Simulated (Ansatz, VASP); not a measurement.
GaCo in VASP and in Ansatz

File INCAR:

```
PREC = Accurate
ENCUT = 520
EDIFF = 1E-7
ISMEAR = -1
SIGMA = 0.05
LREAL = F
LASPH = T
NELM = 150
ALGO = Normal
ISIF = 2
LWAVE = F
LCHARG = F
ISPIN = 2
MAGMOM = 0 1.8
LORBIT = 11
LMAXMIX = 4
GGA = PE
NBANDS = 22
```

Contents of KPOINTS:

```
Automatic mesh
0
Gamma
  8 8 8
```

The input POSCAR:

```
GaCo
1.0
    2.8780000000      0.0000000000      0.0000000000
    0.0000000000      2.8780000000      0.0000000000
    0.0000000000      0.0000000000      2.8780000000
Ga Co
1 1
Direct
    0.5000000000      0.5000000000      0.5000000000
    0.0000000000      0.0000000000      0.0000000000
```

Input for Ansatz:

```yaml
crystal:
  lattice:
    - [2.878, 0.0, 0.0]
    - [0.0, 2.878, 0.0]
    - [0.0, 0.0, 2.878]
  atoms:
    - { symbol: Ga, position: [0.5, 0.5, 0.5] }
    - { symbol: Co, position: [0.0, 0.0, 0.0], spin: 1.8 }
basis:
  ecutwfc: 500.0
kpoints:
  mp_grid:
    grid: [8, 8, 8]
hamiltonian:
  xc: pbe
magnetization:
  spin_polarized: true
scf:
  occupations:
    method: fermi_dirac
    width: 0.05
```

Alike in both runs: task single point; functional PBE; k mesh 8 × 8 × 8; occupations fermi-dirac, width 0.05 eV; collinear spin.

|  | VASP | Ansatz |
| --- | --- | --- |
| version | VASP 6.6.1 | Ansatz 0.2.0 |
| potentials or method | VASP PAW PBE potentials, release 64 (Ga_d, Co), cutoff 520 eV | plane waves, PAW |
| valence electrons in the cell | 22 | 30 |

```csv
,VASP,Ansatz,Ansatz less VASP
net moment per atom (μB),0.10,0.11,+0.005
size of the moment on the site where the two differ most (μB),0.23,0.25,+0.016
```

Site moments also hang on the region over which each program counts them. VASP's potentials hold 22 valence electrons a cell and Ansatz's 30, so a difference there can come from the potentials and not from the codes.
